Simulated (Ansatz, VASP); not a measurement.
**Sn: VASP beside Ansatz**

The input INCAR:

```
SYSTEM = Sn
PREC = Accurate
ENCUT = 520
EDIFF = 1E-6
ISMEAR = 0
SIGMA = 0.1
LREAL = .False.
LASPH = .True.
NELM = 60
ALGO = Normal
ISIF = 2
LWAVE = .False.
LCHARG = .False.
GGA = PE
NBANDS = 13
```

The input KPOINTS:

```
regular mesh
0
Gamma
  8 8 8
  0 0 0
```

File POSCAR:

```
Sn
1.0
    0.0000000000      2.1872331082      2.1872331082
    2.1872331082      0.0000000000      2.1872331082
    2.1872331082      2.1872331082      0.0000000000
Sn
1
Direct
    0.0000000000      0.0000000000      0.0000000000
```

Input for Ansatz:

```yaml
crystal:
  lattice:
    - [0.0, 2.1872331082, 2.1872331082]
    - [2.1872331082, 0.0, 2.1872331082]
    - [2.1872331082, 2.1872331082, 0.0]
  atoms:
    - { symbol: Sn, position: [0.0, 0.0, 0.0] }
basis:
  ecutwfc: 420
kpoints:
  mp_grid: { grid: [8, 8, 8] }
hamiltonian:
  xc: pbe
scf:
  occupations: { method: gaussian, width: 0.1 }
output:
  forces: true
  stress: true
  eigenvalues: true
```

Alike in both runs: task single point; functional PBE; k mesh 8 × 8 × 8; occupations gaussian, width 0.1 eV; no spin polarisation.

```csv
,VASP,Ansatz
version,VASP 6.6.1,Ansatz 0.2.0
potentials or method,"VASP PAW PBE potentials, release 64 (Sn_d), cutoff 520 eV","scalar-relativistic, plane waves, PAW"
valence electrons in the cell,14,14
```

Ansatz gave:

```
gap on the k mesh at the Fermi level (eV) : none
pressure (GPa)                            : 28.6
```

Q: Estimate VASP's values.

A: gap on the k mesh at the Fermi level (eV): none; pressure (GPa): 28.5.

A gap of «none» marks a metal or a gap that the smearing closes. Both programs put the cell under a high pressure, so it lies far from rest at this level.
